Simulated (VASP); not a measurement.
Crystal: BeS.

```
S Be
1.0
     0.00000    2.44106    2.44106
     2.44106    0.00000    2.44106
     2.44106    2.44106    0.00000
S Be
1 1
Direct
  0.75000 0.75000 0.75000
  0.00000 0.00000 0.00000
```

Base run:

| Item | Value |
| --- | --- |
| Program | VASP 6.6.1 |
| Functional | PBEsol |
| Potentials or basis | VASP PAW PBE potentials, release 64 (S, Be) |
| Cutoff | 520 eV |
| k mesh | 9 × 9 × 9 |
| Occupations | fermi-dirac, width 0.05 eV |
| Spin | no spin polarisation |

Its results: band gap on the k mesh 3.07 eV, indirect (least direct gap 5.54 eV); pressure -2.4 GPa.

Question: The run is repeated on the same cell with these changes: functional from PBEsol to PBE. What comes out?

Answer: Band gap on the k mesh 3.25 eV, indirect (least direct gap 5.68 eV); pressure -0.3 GPa.

PBE binds less tightly than PBEsol, so the same cell stands under more pressure.

Caveats: the PAW data sets were made with another functional, which shifts forces and pressure a little (some runs).

A k mesh can miss the band edges.
